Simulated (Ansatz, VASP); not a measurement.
Two plane-wave programs on HfO2

```
Hf O
1.0
     5.24014    0.00000    0.00000
     0.00000    5.01788    0.00000
     0.00000    0.00000    5.04955
Hf O
4 8
Direct
  0.03259 0.26630 0.24001
  0.46741 0.26630 0.74001
  0.53259 0.73370 0.24001
  0.96741 0.73370 0.74001
  0.36542 0.06762 0.38315
  0.13458 0.06762 0.88315
  0.72922 0.46279 0.48984
  0.77078 0.46279 0.98984
  0.27078 0.53721 0.98984
  0.22922 0.53721 0.48984
  0.86542 0.93238 0.38315
  0.63458 0.93238 0.88315
```

Alike in both runs: task single point; functional PBE; k mesh 4 × 4 × 4; no spin polarisation.

|  | VASP | Ansatz |
| --- | --- | --- |
| version | VASP 6.6.1 | Ansatz 0.2.0 |
| potentials or method | VASP PAW PBE potentials, release 64 (Hf_pv, O) | plane waves, PAW |
| plane-wave cutoff (eV) | 520 | 420 |
| occupations | gaussian, width 0.01 eV | fixed |
| valence electrons in the cell | 88 | 152 |

Ansatz gave:

```
gap on the k mesh at the Fermi level (eV)                     : 4.52
pressure (GPa)                                                : 7.8
traceless stress, the component that is largest in VASP (GPa) : 0.37
rms of the force components (eV/Å)                            : 0.061
```

**Question.** Estimate VASP's values.

**Answer.** gap on the k mesh at the Fermi level (eV): 4.47; pressure (GPa): 4.5; traceless stress, the component that is largest in VASP (GPa): 0.36; rms of the force components (eV/Å): 0.044.

Atom by atom the forces differ by 0.028 eV/Å (rms over components). VASP's potentials hold 88 valence electrons a cell and Ansatz's 152, so a difference there can come from the potentials and not from the codes.

Spin-orbit coupling is off throughout.
